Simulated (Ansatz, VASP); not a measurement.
**One calculation of ZnS, two programs**

Contents of INCAR:

```
ALGO = Normal
EDIFF = 1E-7
EDIFFG = -0.005
ENCUT = 600
GGA = RP
IBRION = 2
ISIF = 3
ISMEAR = -1
IVDW = 12
LASPH = T
LCHARG = F
LREAL = F
LWAVE = F
NELM = 80
NSW = 80
PREC = Accurate
SIGMA = 0.05
```

The input KPOINTS:

```
k-points
0
Gamma
  9 9 9
```

Contents of POSCAR:

```
ZnS
1.0
    0.0000000000      2.7020000000      2.7020000000
    2.7020000000      0.0000000000      2.7020000000
    2.7020000000      2.7020000000      0.0000000000
Zn S
1 1
Direct
    0.7500000000      0.7500000000      0.7500000000
    0.0000000000      0.0000000000      0.0000000000
```

Contents of input.yaml:

```yaml
crystal:
  lattice:
    - [0.0, 2.702, 2.702]
    - [2.702, 0.0, 2.702]
    - [2.702, 2.702, 0.0]
  atoms:
    - { symbol: Zn, position: [0.75, 0.75, 0.75] }
    - { symbol: S, position: [0.0, 0.0, 0.0] }
kpoints:
  mp_grid: { grid: [9, 9, 9] }
scf:
  occupations: { method: fermi_dirac, width: 0.05 }
hamiltonian:
  xc: rpbe
  dispersion: d3bj
  pseudopotentials: { kind: all_electron, lapw: { basis_error: 0.001 } }
output:
  forces: true
  stress: true
relax:
  f_tol: 0.005
  max_steps: 60
  cell: {}
```

Alike in both runs: task relaxation of cell and atoms; functional RPBE; dispersion D3(BJ); k mesh 9 × 9 × 9; occupations fermi-dirac, width 0.05 eV; no spin polarisation.

|  | VASP | Ansatz |
| --- | --- | --- |
| version | VASP 6.6.1 | Ansatz 0.2.0 |
| potentials or method | VASP PAW PBE potentials, release 64 (Zn, S), cutoff 600 eV | all-electron LAPW, scalar-relativistic |

Ansatz gave:

* relaxed volume (Å³/atom): 18.13
* relaxed cell length with the largest relative difference (Å): 3.715

Problem. Which values does VASP return?

Solution. Relaxed volume (Å³/atom): 18.16; relaxed cell length with the largest relative difference (Å): 3.717.

VASP's potentials were made for PBE, not for RPBE. Ansatz ran all-electron here, and VASP with PAW potentials.
